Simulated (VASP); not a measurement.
# HOs4 in VASP: single point with PBEsol

Aim: the single point of HOs4 with PBEsol.

Program: VASP 6.6.1. These are calculated values, not measurements. Logs are shortened: lines on timing, memory, paths and dates and some standing lists are left out, and cuts for length are marked.

## (1) The cell of the first run

The cell holds a slab with vacuum, 5 atoms: a = 2.701 Å, b = 2.701 Å, c = 24.730 Å, α = 90.00°, β = 90.00°, γ = 90.00°.

## (2) Single point, PBEsol

Contents of INCAR:

```
  PREC = Accurate
  ENCUT = 520
  EDIFF = 1E-6
  ISMEAR = 0
  SIGMA = 0.1
  LREAL = False
  LASPH = True
  NELM = 80
  ALGO = Normal
  ISIF = 2
  LWAVE = False
  LCHARG = False
  LDIPOL = True
  IDIPOL = 3
  DIPOL = 0.5 0.5 0.489
  GGA = PS
  NBANDS = 24
```

Contents of KPOINTS:

```
regular mesh
0
Gamma
  11 11 1
```

Contents of POSCAR:

```
HOs4
1.0
    2.7013757170      0.0000000000      0.0000000000
    0.0000000000      2.7013757170      0.0000000000
    0.0000000000      0.0000000000     24.7304832641
Os H
4 1
Direct
    0.5000000000      0.5000000000      0.3437053740
    0.0000000000      0.0000000000      0.4209445071
    0.5000000000      0.5000000000      0.5003673906
    0.0000000000      0.0000000000      0.5733302787
    0.5000000000      0.5000000000      0.6061757010
```

Potentials or basis: VASP PAW PBE potentials, release 64 (Os, H).

The run is started by

```console
$ cat potpaw_PBE.64/Os/POTCAR potpaw_PBE.64/H/POTCAR > POTCAR
$ mpirun -np 1 vasp_std > vasp.out
```

OUTCAR:

```text
PREC = Accurate
   ENCUT = 520
   EDIFF = 1E-6
   ISMEAR = 0
   LREAL = False
   LASPH = True
   NELM = 80
   ISIF = 2
   GGA = PS

 ion  position               nearest neighbor table
   1  0.500  0.500  0.344-   2 2.70   2 2.70   2 2.70   2 2.70
   2  0.000  0.000  0.421-   1 2.70   1 2.70   1 2.70   1 2.70   3 2.74   3 2.74   3 2.74   3 2.74

   3  0.500  0.500  0.500-   4 2.63   4 2.63   4 2.63   4 2.63   2 2.74   2 2.74   2 2.74   2 2.74

   4  0.000  0.000  0.573-   5 2.08   5 2.08   5 2.08   5 2.08   3 2.63   3 2.63   3 2.63   3 2.63

   5  0.500  0.500  0.606-   4 2.08   4 2.08   4 2.08   4 2.08

  LATTYP: Found a simple tetragonal cell.
 ALAT       =     2.7013757170
 C/A-ratio  =     9.1547736616

  Lattice vectors:

 A1 = (   2.7013757170,   0.0000000000,   0.0000000000)
 A2 = (   0.0000000000,   2.7013757170,   0.0000000000)
 A3 = (   0.0000000000,   0.0000000000,  24.7304832641)

Analysis of symmetry for initial positions (statically):
=====================================================================
 Subroutine PRICEL returns:
 Original cell was already a primitive cell.

 Routine SETGRP: Setting up the symmetry group for a
 simple tetragonal supercell.

 Subroutine GETGRP returns: Found  8 space group operations
 (whereof  8 operations were pure point group operations)
 out of a pool of 16 trial point group operations.

The static configuration has the point symmetry C_4v.

Analysis of symmetry for dynamics (positions and initial velocities):
=====================================================================
 Subroutine PRICEL returns:
 Original cell was already a primitive cell.

 Routine SETGRP: Setting up the symmetry group for a
 simple tetragonal supercell.

 Subroutine GETGRP returns: Found  8 space group operations
 (whereof  8 operations were pure point group operations)
 out of a pool of 16 trial point group operations.

The dynamic configuration has the point symmetry C_4v.

 Subroutine INISYM returns: Found  8 space group operations
 (whereof  8 operations are pure point group operations),
 and found     1 'primitive' translations

----------------------------------------------------------------------------------------

                                     Primitive cell

  volume of cell :     180.4690

  direct lattice vectors                    reciprocal lattice vectors
     2.701375717  0.000000000  0.000000000     0.370181754  0.000000000  0.000000000
     0.000000000  2.701375717  0.000000000     0.000000000  0.370181754  0.000000000
     0.000000000  0.000000000 24.730483264     0.000000000  0.000000000  0.040435926

  length of vectors
     2.701375717  2.701375717 24.730483264     0.370181754  0.370181754  0.040435926

  position of ions in fractional coordinates (direct lattice)
     0.500000000  0.500000000  0.343705374
     0.000000000  0.000000000  0.420944507
     0.500000000  0.500000000  0.500367391
     0.000000000  0.000000000  0.573330279
     0.500000000  0.500000000  0.606175701

  ion indices of the primitive-cell ions
   primitive index   ion index
                 1           1
                 2           2
                 3           3
                 4           4
                 5           5

----------------------------------------------------------------------------------------

 KPOINTS: regular mesh

Automatic generation of k-mesh.
 Grid dimensions read from file:
 generate k-points for:   11   11    1

 Generating k-lattice:

  Cartesian coordinates                     Fractional coordinates (reciprocal lattice)
     0.033652887  0.000000000  0.000000000     0.090909091  0.000000000  0.000000000
     0.000000000  0.033652887  0.000000000     0.000000000  0.090909091  0.000000000
     0.000000000  0.000000000  0.040435926     0.000000000  0.000000000  1.000000000

  Length of vectors
     0.033652887  0.033652887  0.040435926

  Shift w.r.t. Gamma in fractional coordinates (k-lattice)
     0.000000000  0.000000000  0.000000000

 Subroutine IBZKPT returns following result:
 ===========================================

 Found     21 irreducible k-points:

 Following reciprocal coordinates:
            Coordinates               Weight
  0.000000  0.000000  0.000000      1.000000
  0.090909  0.000000  0.000000      4.000000
  0.181818  0.000000  0.000000      4.000000
  0.272727  0.000000  0.000000      4.000000
  0.363636  0.000000  0.000000      4.000000
  0.454545  0.000000  0.000000      4.000000
[... 13 lines left out ...]
  0.454545  0.363636  0.000000      8.000000
  0.454545  0.454545  0.000000      4.000000
   k-points           NKPTS =     21   k-points in BZ     NKDIM =     21   number of bands    NBANDS=     24
   number of dos      NEDOS =    301   number of ions     NIONS =      5
   total plane-waves  NPLWV =  76800
   dimension x,y,z NGX =    20 NGY =   20 NGZ =  192
   dimension x,y,z NGXF=    40 NGYF=   40 NGZF=  384
   ions per type =               4   1
   NGX,Y,Z   is equivalent  to a cutoff of  12.31, 12.31, 12.91 a.u.
   NGXF,Y,Z  is equivalent  to a cutoff of  24.62, 24.62, 25.81 a.u.
 SYSTEM =  unknown system
   PREC   = accura    normal or accurate (medium, high low for compatibility)
   ISTART =      0    job   : 0-new  1-cont  2-samecut
   ICHARG =      2    charge: 1-file 2-atom 10-const
   ISPIN  =      1    spin polarized calculation?
   LNONCOLLINEAR =      F non collinear calculations
   LSORBIT =      F    spin-orbit coupling
   LASPH  =      T    aspherical Exc in radial PAW
   ENCUT  =  520.0 eV  38.22 Ry    6.18 a.u.   5.02  5.02 45.98*2*pi/ulx,y,z
   NELM   =     80;   NELMIN=  2; NELMDL= -5     # of ELM steps
   EDIFF  = 0.1E-05   stopping-criterion for ELM
   LREAL  =      F    real-space projection
   EDIFFG = 0.1E-04   stopping-criterion for IOM
   NSW    =      0    number of steps for IOM
   IBRION =     -1    ionic relax: 0-MD 1-quasi-New 2-CG
   NFREE  =      0    steps in history (QN), initial steepest desc. (CG)
   ISIF   =      2    stress and relaxation
   ISYM   =      2    0-nonsym 1-usesym 2-fastsym
   POTIM  = 0.5000    time-step for ionic-motion
   TEBEG  =    0.0;   TEEND  =   0.0 temperature during run
   PSTRESS=    0.0 pullay stress
   NELECT =      33.0000    total number of electrons
   NUPDOWN=      -1.0000    fix difference up-down
   EMIN   =  10.00;   EMAX   =-10.00  energy-range for DOS
   EFERMI =   0.00;   METHOD = LEGACY
   ISMEAR =     0;   SIGMA  =   0.10  broadening in eV -4-tet -1-fermi 0-gaus
   EFERMI_NEDOS =   21; number of points for ismear=-14 and -15
   IALGO  =     38    algorithm
   IMIX   =      4    mixing-type and parameters
     AMIX     =   0.40;   BMIX     =  1.00
     AMIX_MAG =   1.60;   BMIX_MAG =  1.00
  volume/ion in A,a.u.               =      36.09       243.57
  Fermi-wavevector in a.u.,A,eV,Ry     =   0.929206  1.755944 11.747591  0.863424
  Thomas-Fermi vector in A             =   2.055464
   LORBIT       =      0    0 simple, 1 ext, 2 COOP (PROOUT), +10 PAW based schemes
   GGA     = PS    functional components
   LHFCALC =     F    Hartree Fock is set to
   AEXX    =    0.0000 exact exchange contribution
   IVDW    =     0    specifies the selected vdW correction
   LEPSILON=     F    determine dielectric tensor
   LRPA    =     F    only Hartree local field effects (RPA)
 non-spin polarized calculation
 Gauss-broadening in eV      SIGMA  =   0.10
  energy-cutoff  :      520.00
  volume of cell :      180.47
 maximum number of plane-waves:      4905
   NGX = 11   NGY = 11   NGZ = 91

 dipolmoment           0.000000      0.000000      0.006186 electrons x Angstroem

 number of electron      32.9999993 magnetization

 dipolmoment           0.000000      0.000000     -0.013253 electrons x Angstroem

 Free energy of the ion-electron system (eV)
  ---------------------------------------------------
  ext. energy  EPLUGINS =         0.00000000
  ---------------------------------------------------
  free energy    TOTEN  =       -48.53171592 eV

  energy without entropy =      -48.50958004  energy(sigma->0) =      -48.52064798

 E-fermi :  -0.5560     XC(G=0):  -5.3582

 val. band max:       -0.6121437760   @ k =   0.3636   0.1818   0.0000
 cond. band min:      -0.5337918706   @ k =   0.3636   0.1818   0.0000
 fundamental gap:      0.0783519054
 Fermi energy:        -0.5559829444

 k-point     1 :       0.0000    0.0000    0.0000
  band No.  band energies     occupation
      1     -11.3143      2.00000
      2      -9.8705      2.00000
      3      -8.4129      2.00000
      4      -7.5126      2.00000
      5      -7.3212      2.00000
      6      -6.3473      2.00000
[... 16 lines left out ...]
     23       1.6822      0.00000
     24       1.8074      0.00000

 k-point     2 :       0.0909    0.0000    0.0000
  band No.  band energies     occupation
      1     -11.0666      2.00000
      2      -9.6617      2.00000
      3      -8.2164      2.00000
      4      -7.3141      2.00000
      5      -7.1352      2.00000
      6      -6.1959      2.00000
[... 16 lines left out ...]
     23       1.4828      0.00000
     24       1.9677      0.00000

 k-point     3 :       0.1818    0.0000    0.0000
  band No.  band energies     occupation
      1     -10.3705      2.00000
      2      -9.1309      2.00000
      3      -7.8101      2.00000
      4      -6.9310      2.00000
      5      -6.5340      2.00000
      6      -5.6817      2.00000
[... 16 lines left out ...]
     23       1.9694      0.00000
     24       1.9890      0.00000

 k-point     4 :       0.2727    0.0000    0.0000
  band No.  band energies     occupation
      1      -9.3612      2.00000
      2      -8.5415      2.00000
      3      -7.5421      2.00000
      4      -6.6246      2.00000
      5      -5.6999      2.00000
      6      -5.2787      2.00000
[... 16 lines left out ...]
     23       1.7502      0.00000
     24       2.9819      0.00000

 k-point     5 :       0.3636    0.0000    0.0000
  band No.  band energies     occupation
      1      -8.3030      2.00000
      2      -8.1485      2.00000
      3      -7.4685      2.00000
      4      -6.4583      2.00000
      5      -5.6087      2.00000
      6      -5.0059      2.00000
[... 16 lines left out ...]
     23       1.5993      0.00000
     24       3.7535      0.00000

 k-point     6 :       0.4545    0.0000    0.0000
  band No.  band energies     occupation
      1      -7.9988      2.00000
      2      -7.8948      2.00000
      3      -6.9457      2.00000
      4      -6.5333      2.00000
      5      -5.9299      2.00000
      6      -4.5400      2.00000
[... 16 lines left out ...]
     23       2.5565      0.00000
     24       3.7257      0.00000
[... 298 lines left out ...]
 k-point    18 :       0.4545    0.2727    0.0000
  band No.  band energies     occupation
      1      -7.9880      2.00000
      2      -6.9244      2.00000
      3      -6.6246      2.00000
      4      -6.5848      2.00000
      5      -6.3487      2.00000
      6      -5.6756      2.00000
[... 16 lines left out ...]
     23       4.5565      0.00000
     24       5.3533      0.00000

 k-point    19 :       0.3636    0.3636    0.0000
  band No.  band energies     occupation
      1      -8.3188      2.00000
      2      -7.1272      2.00000
      3      -6.7312      2.00000
      4      -6.5666      2.00000
      5      -6.3763      2.00000
      6      -5.6594      2.00000
[... 16 lines left out ...]
     23       3.9879      0.00000
     24       5.4039      0.00000

 k-point    20 :       0.4545    0.3636    0.0000
  band No.  band energies     occupation
      1      -8.5270      2.00000
      2      -7.3818      2.00000
      3      -6.9795      2.00000
      4      -6.8032      2.00000
      5      -6.5969      2.00000
      6      -5.7865      2.00000
[... 16 lines left out ...]
     23       4.9001      0.00000
     24       5.2272      0.00000

 k-point    21 :       0.4545    0.4545    0.0000
  band No.  band energies     occupation
      1      -8.8255      2.00000
      2      -7.6865      2.00000
      3      -7.2091      2.00000
      4      -6.9735      2.00000
      5      -6.9347      2.00000
      6      -6.1207      2.00000
[... 16 lines left out ...]
     23       4.2425      0.00000
     24       5.8638      0.00000

------------------------ aborting loop because EDIFF is reached ----------------------------------------

 vacuum level on the upper side and lower side of the slab       (xc-potential included)        -0.369        -0.045

  FORCE on cell =-STRESS in cart. coord.  units (eV):
  Direction    XX          YY          ZZ          XY          YZ          ZX
  --------------------------------------------------------------------------------------
  -------------------------------------------------------------------------------------
  Total       -4.3691417     -4.3691417     -2.6198224      0.0000000      0.0000000     -0.0000000
  in kB      -38.7886018    -38.7886018    -23.2584008      0.0000000      0.0000000     -0.0000000
  external PRESSURE =     -33.6118681 kB  Pullay stress =       0.0000000 kB

 VOLUME and BASIS-vectors are now :
 -----------------------------------------------------------------------------
  energy-cutoff  :      520.00
  volume of cell :      180.47
      direct lattice vectors                 reciprocal lattice vectors
     2.701375717  0.000000000  0.000000000     0.370181754  0.000000000  0.000000000
     0.000000000  2.701375717  0.000000000     0.000000000  0.370181754  0.000000000
     0.000000000  0.000000000 24.730483264     0.000000000  0.000000000  0.040435926

 POSITION                                       TOTAL-FORCE (eV/Angst)
 -----------------------------------------------------------------------------------
      1.35069      1.35069      8.50000        -0.000000      0.000000      1.437500
      0.00000      0.00000     10.41016         0.000000      0.000000     -1.489655
      1.35069      1.35069     12.37433        -0.000000     -0.000000      0.000881
      0.00000      0.00000     14.17873        -0.000000     -0.000000      0.060612
      1.35069      1.35069     14.99102        -0.000000      0.000000     -0.009338
 -----------------------------------------------------------------------------------
    total drift:                                0.000000     -0.000000     -0.000153

  FREE ENERGIE OF THE ION-ELECTRON SYSTEM (eV)
  ---------------------------------------------------
  free  energy   TOTEN  =       -48.5317159248 eV

  energy  without entropy=      -48.5095800448  energy(sigma->0) =      -48.52064798

 vacuum level on the upper side and lower side of the slab         4.317         4.643
```

Wall time 1.7 min (1 thread of AMD EPYC 9R45 (Zen 5), shared host); peak memory 0.27 GiB.

What came out:

```yaml
Free_energy: -48.5317 eV
Largest_force: 1.490 eV/Å
Band_gap_on_the_k_mesh: zero (an odd number of electrons rules out a gap without spin polarisation)
```

Forces in eV/Å, atoms in the order of the input:
```
Os   0.000  0.000  1.438
Os   0.000  0.000 -1.490
Os   0.000  0.000  0.001
Os   0.000  0.000  0.061
H    0.000  0.000 -0.009
```

Levels at points of the mesh, in eV from the Fermi level:
| k point | band 13 | band 14 | band 15 | band 16 | band 17 | band 18 | band 19 | band 20 |
| --- | --- | --- | --- | --- | --- | --- | --- | --- |
| (0.00, 0.00, 0.00) | -1.36 | -1.36 | -0.96 | -0.49 | 0.12 | 0.70 | 0.70 | 0.82 |

Caveat: the PAW data sets were made with another functional, which shifts forces and pressure a little; spin-orbit coupling is left out, which moves the levels of the heavy elements.

The gap in the log of VASP goes by the Fermi energy; the results here count the filled bands.